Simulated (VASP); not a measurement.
# AlN (P1) in VASP: further runs

The runs below take AlN through single point, with r2SCAN.

Everything below comes from runs of VASP 6.6.1. Logs are shortened: lines on timing, memory, paths and dates and some standing lists are left out, and cuts for length are marked.

**1. The cell of the first run**

The typed cell holds 4 atoms: a = 3.111 Å, b = 3.111 Å, c = 4.978 Å, α = 90.00°, β = 90.00°, γ = 120.00°.

**2. Single point, r2SCAN (all Al atoms moved +0.087 Å, as atom 1 along Cartesian [1 1 1])**

The input, POSCAR:

```
AlN
1.0
    3.1110021516      0.0000000000      0.0000000000
   -1.5555010758      2.6942068945      0.0000000000
    0.0000000000      0.0000000000      4.9780000000
Al N
2 2
Direct
    0.3589472067      0.6854173234      0.0101482822
    0.6922805401      0.3520839900      0.5101482822
    0.3333333333      0.6666666667      0.3850000000
    0.6666666667      0.3333333333      0.8850000000
```

The input, INCAR.step1:

```
ALGO     = Normal         # electronic algorithm
EDIFF    = 1E-4           # SCF threshold, eV
ENCUT    = 520            # plane-wave cutoff, eV
GGA      = PE             # functional
ISMEAR   = 0              # smearing method
LASPH    = T              # aspherical terms in the spheres
LCHARG   = F              # write CHGCAR
LREAL    = F              # projectors in reciprocal space
LWAVE    = T              # write WAVECAR
NBANDS   = 16             # bands
NELM     = 100            # most SCF steps
PREC     = Accurate       # precision mode
SIGMA    = 0.05           # smearing width, eV
```

The input, INCAR.step2:

```
ALGO     = Normal         # electronic algorithm
EDIFF    = 1E-7           # SCF threshold, eV
ENCUT    = 520            # plane-wave cutoff, eV
ISIF     = 2              # what is computed and relaxed
ISMEAR   = 0              # smearing method
ISTART   = 1            
LASPH    = T              # aspherical terms in the spheres
LCHARG   = F              # write CHGCAR
LMIXTAU  = T            
LREAL    = F              # projectors in reciprocal space
LWAVE    = F              # write WAVECAR
METAGGA  = R2SCAN         # meta-GGA
NBANDS   = 16             # bands
NELM     = 100            # most SCF steps
PREC     = Accurate       # precision mode
SIGMA    = 0.05           # smearing width, eV
```

The input, KPOINTS:

```
k-points
0
Gamma
  12 12 6
```

Potentials or basis: VASP PAW PBE potentials, release 64 (Al, N).

The run is started by

```sh
cat potpaw_PBE.64/Al/POTCAR potpaw_PBE.64/N/POTCAR > POTCAR
cp INCAR.step1 INCAR
mpirun -np 1 vasp_std > vasp.out
cp INCAR.step2 INCAR
mpirun -np 1 vasp_std > vasp.out
```

OUTCAR:

```text
EDIFF = 1E-7
   ENCUT = 520
   ISIF = 2
   ISMEAR = 0
   ISTART = 1
   LASPH = T
   LREAL = F
   METAGGA = R2SCAN
   NELM = 100
   PREC = Accurate

 ion  position               nearest neighbor table
   1  0.359  0.685  0.010-   4 1.85   3 1.87   4 1.88   4 1.97   2 3.07   2 3.07   2 3.07   2 3.07
                             2 3.07   2 3.07
   2  0.692  0.352  0.510-   3 1.84   4 1.87   3 1.92   3 1.95   1 3.07   1 3.07   1 3.07   1 3.07
                             1 3.07   1 3.07
   3  0.333  0.667  0.385-   2 1.84   1 1.87   2 1.92   2 1.95
   4  0.667  0.333  0.885-   1 1.85   2 1.87   1 1.88   1 1.97

  LATTYP: Found a hexagonal cell.
 ALAT       =     3.1110021516
 C/A-ratio  =     1.6001274694

  Lattice vectors:

 A1 = (   3.1110021516,   0.0000000000,   0.0000000000)
 A2 = (  -1.5555010758,   2.6942068945,   0.0000000000)
 A3 = (   0.0000000000,   0.0000000000,   4.9780000000)

Analysis of symmetry for initial positions (statically):
=====================================================================
 Subroutine PRICEL returns:
 Original cell was already a primitive cell.

 Routine SETGRP: Setting up the symmetry group for a
 hexagonal supercell.

 Subroutine GETGRP returns: Found  1 space group operations
 (whereof  1 operations were pure point group operations)
 out of a pool of 24 trial point group operations.

The static configuration has the point symmetry C_1 .

Analysis of symmetry for dynamics (positions and initial velocities):
=====================================================================
 Subroutine PRICEL returns:
 Original cell was already a primitive cell.

 Routine SETGRP: Setting up the symmetry group for a
 hexagonal supercell.

 Subroutine GETGRP returns: Found  1 space group operations
 (whereof  1 operations were pure point group operations)
 out of a pool of 24 trial point group operations.

The dynamic configuration has the point symmetry C_1 .

 Subroutine INISYM returns: Found  1 space group operations
 (whereof  1 operations are pure point group operations),
 and found     1 'primitive' translations

----------------------------------------------------------------------------------------

                                     Primitive cell

  volume of cell :      41.7240

  direct lattice vectors                    reciprocal lattice vectors
     3.111002152  0.000000000  0.000000000     0.321439829  0.185583372  0.000000000
    -1.555501076  2.694206895  0.000000000     0.000000000  0.371166744  0.000000000
     0.000000000  0.000000000  4.978000000     0.000000000  0.000000000  0.200883889

  length of vectors
     3.111002152  3.111002152  4.978000000     0.371166744  0.371166744  0.200883889

  position of ions in fractional coordinates (direct lattice)
     0.358947207  0.685417323  0.010148282
     0.692280540  0.352083990  0.510148282
     0.333333333  0.666666667  0.385000000
     0.666666667  0.333333333  0.885000000

  ion indices of the primitive-cell ions
   primitive index   ion index
                 1           1
                 2           2
                 3           3
                 4           4

----------------------------------------------------------------------------------------

 KPOINTS: k-points

Automatic generation of k-mesh.
 Grid dimensions read from file:
 generate k-points for:   12   12    6

 Generating k-lattice:

  Cartesian coordinates                     Fractional coordinates (reciprocal lattice)
     0.026786652  0.015465281  0.000000000     0.083333333  0.000000000  0.000000000
     0.000000000  0.030930562  0.000000000     0.000000000  0.083333333  0.000000000
     0.000000000  0.000000000  0.033480648     0.000000000  0.000000000  0.166666667

  Length of vectors
     0.030930562  0.030930562  0.033480648

  Shift w.r.t. Gamma in fractional coordinates (k-lattice)
     0.000000000  0.000000000  0.000000000

 Subroutine IBZKPT returns following result:
 ===========================================

 Found    436 irreducible k-points:

 Following reciprocal coordinates:
            Coordinates               Weight
  0.000000  0.000000  0.000000      1.000000
  0.083333  0.000000  0.000000      2.000000
  0.000000  0.083333  0.000000      2.000000
 -0.083333  0.083333  0.000000      2.000000
  0.166667 -0.000000  0.000000      2.000000
  0.000000  0.166667  0.000000      2.000000
[... 16 lines left out ...]
  0.166667  0.083333  0.000000      2.000000
 -0.083333  0.250000  0.000000      2.000000
 [... further k-points ...]
   k-points           NKPTS =    436   k-points in BZ     NKDIM =    436   number of bands    NBANDS=     16
   number of dos      NEDOS =    301   number of ions     NIONS =      4
   total plane-waves  NPLWV =  23040
   dimension x,y,z NGX =    24 NGY =   24 NGZ =   40
   dimension x,y,z NGXF=    48 NGYF=   48 NGZF=   80
   ions per type =               2   2
   NGX,Y,Z   is equivalent  to a cutoff of  12.83, 12.83, 13.36 a.u.
[... 62 lines left out ...]
 cond. band min:      10.7668814903   @ k =   0.0000   0.0000   0.0000
 fundamental gap:      4.8910856923
 Fermi energy:         6.1317681000

 k-point     1 :       0.0000    0.0000    0.0000
  band No.  band energies     occupation
      1     -10.0733      2.00000
      2      -7.9516      2.00000
      3      -0.1971      2.00000
      4       5.0168      2.00000
      5       5.0251      2.00000
      6       5.6515      2.00000
[... 8 lines left out ...]
     15      20.0385      0.00000
     16      20.0631      0.00000

 k-point     2 :       0.0833    0.0000    0.0000
  band No.  band energies     occupation
      1      -9.9846      2.00000
      2      -7.9024      2.00000
      3      -0.0900      2.00000
      4       4.6154      2.00000
      5       4.9012      2.00000
      6       5.3068      2.00000
[... 8 lines left out ...]
     15      20.0606      0.00000
     16      20.1158      0.00000

 k-point     3 :       0.0000    0.0833    0.0000
  band No.  band energies     occupation
      1      -9.9846      2.00000
      2      -7.9024      2.00000
      3      -0.0900      2.00000
      4       4.6126      2.00000
      5       4.9000      2.00000
      6       5.3203      2.00000
[... 8 lines left out ...]
     15      20.0746      0.00000
     16      20.1095      0.00000

 k-point     4 :      -0.0833    0.0833    0.0000
  band No.  band energies     occupation
      1      -9.9846      2.00000
      2      -7.9023      2.00000
      3      -0.0900      2.00000
      4       4.6099      2.00000
      5       4.8992      2.00000
      6       5.3336      2.00000
[... 8 lines left out ...]
     15      20.0866      0.00000
     16      20.1048      0.00000

 k-point     5 :       0.1667   -0.0000    0.0000
  band No.  band energies     occupation
      1      -9.7267      2.00000
      2      -7.7684      2.00000
      3       0.2254      2.00000
      4       3.6106      2.00000
      5       4.4234      2.00000
      6       4.6317      2.00000
[... 8 lines left out ...]
     15      19.3315      0.00000
     16      19.4907      0.00000

 k-point     6 :       0.0000    0.1667    0.0000
  band No.  band energies     occupation
      1      -9.7267      2.00000
      2      -7.7684      2.00000
      3       0.2255      2.00000
      4       3.6089      2.00000
      5       4.3960      2.00000
      6       4.6674      2.00000
[... 8 lines left out ...]
     15      19.3070      0.00000
     16      19.5002      0.00000
[... 267 lines left out ...]
 k-point    21 :      -0.0833    0.1667    0.0000
  band No.  band energies     occupation
      1      -9.8112      2.00000
      2      -7.8106      2.00000
      3       0.1215      2.00000
      4       4.0150      2.00000
      5       4.3530      2.00000
      6       5.0021      2.00000
[... 8 lines left out ...]
     15      19.4359      0.00000
     16      20.1239      0.00000

 k-point    22 :      -0.1667    0.0833    0.0000
  band No.  band energies     occupation
      1      -9.8112      2.00000
      2      -7.8107      2.00000
      3       0.1214      2.00000
      4       4.0289      2.00000
      5       4.3323      2.00000
      6       5.0117      2.00000
[... 8 lines left out ...]
     15      19.4558      0.00000
     16      20.1389      0.00000

 k-point    23 :       0.1667    0.0833    0.0000
  band No.  band energies     occupation
      1      -9.4816      2.00000
      2      -7.6549      2.00000
      3       0.5314      2.00000
      4       3.0221      2.00000
      5       3.5339      2.00000
      6       4.5712      2.00000
[... 8 lines left out ...]
     15      19.4384      0.00000
     16      19.9907      0.00000

 k-point    24 :      -0.0833    0.2500    0.0000
  band No.  band energies     occupation
      1      -9.4817      2.00000
      2      -7.6547      2.00000
      3       0.5318      2.00000
      4       3.0082      2.00000
      5       3.5503      2.00000
      6       4.5661      2.00000
[... 8 lines left out ...]
     15      19.4384      0.00000
     16      20.0042      0.00000

 [... further k-points ...]
[... 5 lines left out ...]
  --------------------------------------------------------------------------------------
  -------------------------------------------------------------------------------------
  Total       -0.4286308     -0.4307621      0.8113316      0.0909851     -0.5425941     -0.5426305
  in kB      -16.4591651    -16.5410058     31.1546456      3.4937724    -20.8352884    -20.8366861
  external PRESSURE =      -0.6151751 kB  Pullay stress =       0.0000000 kB

 VOLUME and BASIS-vectors are now :
 -----------------------------------------------------------------------------
  energy-cutoff  :      520.00
  volume of cell :       41.72
      direct lattice vectors                 reciprocal lattice vectors
     3.111002152  0.000000000  0.000000000     0.321439829  0.185583372  0.000000000
    -1.555501076  2.694206895  0.000000000     0.000000000  0.371166744  0.000000000
     0.000000000  0.000000000  4.978000000     0.000000000  0.000000000  0.200883889

 POSITION                                       TOTAL-FORCE (eV/Angst)
 -----------------------------------------------------------------------------------
      0.05052      1.84666      0.05052        -0.609257     -0.731608     -0.416591
      1.60602      0.94859      2.53952        -0.854444     -0.731971     -0.407854
     -0.00000      1.79614      1.91653         0.855018      0.731980      0.407451
      1.55550      0.89807      4.40553         0.608683      0.731600      0.416993
 -----------------------------------------------------------------------------------
    total drift:                                0.000092      0.000186     -0.003260

  FREE ENERGIE OF THE ION-ELECTRON SYSTEM (eV)
  ---------------------------------------------------
  free  energy   TOTEN  =       -38.3656112059 eV

  energy  without entropy=      -38.3656112059  energy(sigma->0) =      -38.36561121
```

Run time: 21 min. Hardware: 1 thread of AMD EPYC 9755, shared host; peak memory 0.32 GiB.

What came out:

```yaml
Free_energy: -38.3656 eV
Pressure: -0.1 GPa
Largest_force: 1.197 eV/Å
Band_gap_on_the_k_mesh: 4.89 eV
```

Forces on the atoms (eV/Å):
```
Al  -0.609 -0.732 -0.417
Al  -0.854 -0.732 -0.408
N    0.855  0.732  0.407
N    0.609  0.732  0.417
```

Stress tensor (GPa, compression positive):
```
-1.65  0.35 -2.08
 0.35 -1.65 -2.08
-2.08 -2.08  3.12
```

Levels at points of the mesh, in eV from the valence-band top:
```
           k point  band 6  band 7  band 8  band 9  band 10  band 11
(0.00, 0.00, 0.00)   -0.22   -0.13    0.00    4.89     7.47    11.51
(0.50, 0.00, 0.00)   -2.10   -1.82   -0.64    6.41     6.54     9.05
(0.00, 0.50, 0.00)   -2.09   -1.82   -0.64    6.40     6.53     9.04
(0.50, 0.50, 0.00)   -2.08   -1.83   -0.64    6.40     6.52     9.02
(0.00, 0.00, 0.50)   -0.65   -0.36   -0.35    7.18     7.18    11.27
(0.50, 0.00, 0.50)   -1.49   -1.36   -1.30    5.96     6.00    10.10
(0.00, 0.50, 0.50)   -1.44   -1.42   -1.28    5.96     5.99    10.12
(0.50, 0.50, 0.50)   -1.52   -1.34   -1.29    5.97     5.98    10.15
```

Caveat: the cell differs from its parent crystal (all Al atoms moved +0.087 Å, as atom 1 along Cartesian [1 1 1]); the PAW data sets were made with another functional, which shifts forces and pressure a little. A k mesh can miss the band edges.

**3. Single point, r2SCAN (all Al atoms moved +0.100 Å, as atom 1 along Cartesian [1 1 1])**

Changes to POSCAR since step 2:

```diff
@@ -8,4 +8,4 @@
 Direct
-    0.3589472067      0.6854173234      0.0101482822
-    0.6922805401      0.3520839900      0.5101482822
+    0.3626063315      0.6880959886      0.0115980367
+    0.6959396648      0.3547626553      0.5115980367
     0.3333333333      0.6666666667      0.3850000000
```

The input, INCAR.step1:

```
PREC = Accurate
ENCUT = 520
ISMEAR = 0
SIGMA = 0.05
LREAL = False
LASPH = True
NELM = 80
NBANDS = 16
GGA = PE
ALGO = Normal
EDIFF = 1E-4
LWAVE = True
LCHARG = False
```

The input, INCAR.step2:

```
PREC = Accurate
ENCUT = 520
EDIFF = 1E-6
ISMEAR = 0
SIGMA = 0.05
LREAL = False
LASPH = True
NELM = 80
ALGO = Normal
ISIF = 2
LWAVE = False
LCHARG = False
METAGGA = R2SCAN
LMIXTAU = True
NBANDS = 16
ISTART = 1
```

The input, KPOINTS:

```
Automatic mesh
0
Gamma
  12 12 6
```

Potentials or basis: VASP PAW PBE potentials, release 64 (Al, N).

The run is started by

```sh
cat potpaw_PBE.64/Al/POTCAR potpaw_PBE.64/N/POTCAR > POTCAR
cp INCAR.step1 INCAR
mpirun -np 1 vasp_std > vasp.out
cp INCAR.step2 INCAR
mpirun -np 1 vasp_std > vasp.out
```

Wall time 16 min (1 thread of Oxide Virtual Turin-like, shared host); peak memory 0.32 GiB.

The run converged. Its results:

```
Free energy            : -38.3365 eV
Pressure               : 0.2 GPa
Largest force          : 1.374 eV/Å
Band gap on the k mesh : 4.87 eV
```

Forces on the atoms (eV/Å):
```
Al  -0.666 -0.823 -0.507
Al  -0.982 -0.824 -0.494
N    0.982  0.824  0.494
N    0.665  0.823  0.508
```

Stress tensor (GPa, compression positive):
```
-1.67  0.45 -2.41
 0.45 -1.68 -2.41
-2.41 -2.41  4.00
```

Levels at points of the mesh, in eV from the valence-band top:
```tsv
k point	band 6	band 7	band 8	band 9	band 10	band 11
(0.00, 0.00, 0.00)	-0.25	-0.13	0.00	4.87	7.45	11.47
(0.50, 0.00, 0.00)	-2.11	-1.85	-0.64	6.38	6.53	9.04
(0.00, 0.50, 0.00)	-2.09	-1.85	-0.64	6.38	6.51	9.02
(0.50, 0.50, 0.00)	-2.07	-1.86	-0.64	6.37	6.50	9.00
(0.00, 0.00, 0.50)	-0.67	-0.34	-0.33	7.15	7.15	11.24
(0.50, 0.00, 0.50)	-1.52	-1.36	-1.29	5.94	5.98	10.09
(0.00, 0.50, 0.50)	-1.46	-1.43	-1.27	5.94	5.98	10.11
(0.50, 0.50, 0.50)	-1.54	-1.34	-1.28	5.95	5.96	10.14
```

Caveat: the cell differs from its parent crystal (all Al atoms moved +0.100 Å, as atom 1 along Cartesian [1 1 1]); the stress differs along the axes, from -2 to 4 GPa; the PAW data sets were made with another functional, which shifts forces and pressure a little.

**4. Single point, r2SCAN (all Al atoms moved -0.075 Å, as atom 1 along Cartesian [1 1 1])**

Changes to POSCAR since step 3:

```diff
@@ -8,4 +8,4 @@
 Direct
-    0.3626063315      0.6880959886      0.0115980367
-    0.6959396648      0.3547626553      0.5115980367
+    0.3113785847      0.6505946752     -0.0086985276
+    0.6447119180      0.3172613419      0.4913014724
     0.3333333333      0.6666666667      0.3850000000
```

The input, INCAR.step1:

```
SYSTEM = AlN
PREC     = Accurate       ! precision mode
ENCUT    = 520            ! plane-wave cutoff, eV
ISMEAR   = 0              ! smearing method
SIGMA    = 0.05           ! smearing width, eV
LREAL    = .False.        ! projectors in reciprocal space
LASPH    = .True.         ! aspherical terms in the spheres
NELM     = 60             ! most SCF steps
NBANDS   = 16             ! bands
GGA      = PE             ! functional
ALGO     = Normal         ! electronic algorithm
EDIFF    = 1E-4           ! SCF threshold, eV
LWAVE    = .True.         ! write WAVECAR
LCHARG   = .False.        ! write CHGCAR
```

The input, INCAR.step2:

```
SYSTEM = AlN
PREC     = Accurate       ! precision mode
ENCUT    = 520            ! plane-wave cutoff, eV
EDIFF    = 1E-6           ! SCF threshold, eV
ISMEAR   = 0              ! smearing method
SIGMA    = 0.05           ! smearing width, eV
LREAL    = .False.        ! projectors in reciprocal space
LASPH    = .True.         ! aspherical terms in the spheres
NELM     = 60             ! most SCF steps
ALGO     = Normal         ! electronic algorithm
ISIF     = 2              ! what is computed and relaxed
LWAVE    = .False.        ! write WAVECAR
LCHARG   = .False.        ! write CHGCAR
METAGGA  = R2SCAN         ! meta-GGA
LMIXTAU  = .True.       
NBANDS   = 16             ! bands
ISTART   = 1
```

The input, KPOINTS:

```
Automatic mesh
0
Gamma
  12 12 6
  0 0 0
```

The run is started by

```sh
cat potpaw_PBE.64/Al/POTCAR potpaw_PBE.64/N/POTCAR > POTCAR
cp INCAR.step1 INCAR
mpirun -np 1 vasp_std > vasp.out
cp INCAR.step2 INCAR
mpirun -np 1 vasp_std > vasp.out
```

Run time: 19 min. Hardware: 1 thread of Oxide Virtual Turin-like, shared host; peak memory 0.32 GiB.

It converged, with:

| Item | Value |
| --- | --- |
| Free energy | -38.3493 eV |
| Pressure | -0.3 GPa |
| Largest force | 1.367 eV/Å |
| Band gap on the k mesh | 4.67 eV |

Forces in eV/Å, atoms in the order of the input:
```
Al   0.875  0.765  0.718
Al   0.655  0.765  0.712
N   -0.654 -0.765 -0.712
N   -0.876 -0.765 -0.718
```

Stress tensor (GPa, compression positive):
```
 2.17  0.31  1.66
 0.31  2.16  1.66
 1.66  1.66 -5.11
```

Levels at points of the mesh, in eV from the valence-band top:
| k point | band 5 | band 6 | band 7 | band 8 | band 9 | band 10 | band 11 | band 12 |
| --- | --- | --- | --- | --- | --- | --- | --- | --- |
| (0.00, 0.00, 0.00) | -1.22 | -0.52 | -0.51 | 0.00 | 4.67 | 7.31 | 11.51 | 11.77 |
| (0.50, 0.00, 0.00) | -3.51 | -2.43 | -1.86 | -0.99 | 6.34 | 6.38 | 8.76 | 10.96 |
| (0.00, 0.50, 0.00) | -3.51 | -2.42 | -1.86 | -0.99 | 6.33 | 6.37 | 8.75 | 10.97 |
| (0.50, 0.50, 0.00) | -3.52 | -2.41 | -1.86 | -0.98 | 6.33 | 6.36 | 8.74 | 10.98 |
| (0.00, 0.00, 0.50) | -1.01 | -1.00 | -0.74 | -0.73 | 7.08 | 7.08 | 11.07 | 11.07 |
| (0.50, 0.00, 0.50) | -1.90 | -1.67 | -1.57 | -1.44 | 5.81 | 5.84 | 9.73 | 9.90 |
| (0.00, 0.50, 0.50) | -1.88 | -1.71 | -1.54 | -1.45 | 5.81 | 5.83 | 9.75 | 9.87 |
| (0.50, 0.50, 0.50) | -1.83 | -1.77 | -1.50 | -1.46 | 5.82 | 5.83 | 9.78 | 9.82 |

Caveat: the cell differs from its parent crystal (all Al atoms moved -0.075 Å, as atom 1 along Cartesian [1 1 1]); the stress differs along the axes, from -5 to 2 GPa; the PAW data sets were made with another functional, which shifts forces and pressure a little.

**5. The runs side by side**

| cell | gap on the mesh (eV) | pressure (GPa) | largest force (eV/Å) |
| --- | --- | --- | --- |
| as given, atomic positions A | 4.89 | -0.1 | 1.20 |
| as given, atomic positions B | 4.87 | 0.2 | 1.37 |
| as given, atomic positions C | 4.67 | -0.3 | 1.37 |

Alike in all rows: task single point; level r2SCAN; potentials or basis VASP PAW PBE potentials, release 64 (Al, N); no spin polarisation; k mesh 12 × 12 × 6; cutoff (eV) 520; smearing gaussian 0.05 eV.

Caveats: the PAW data sets were made with another functional, which shifts forces and pressure a little; the stress differs along the axes, from -2 to 4 GPa (at least some runs); the stress differs along the axes, from -5 to 2 GPa (at least some runs).

Absolute energies hang on the potentials; compare differences alone.
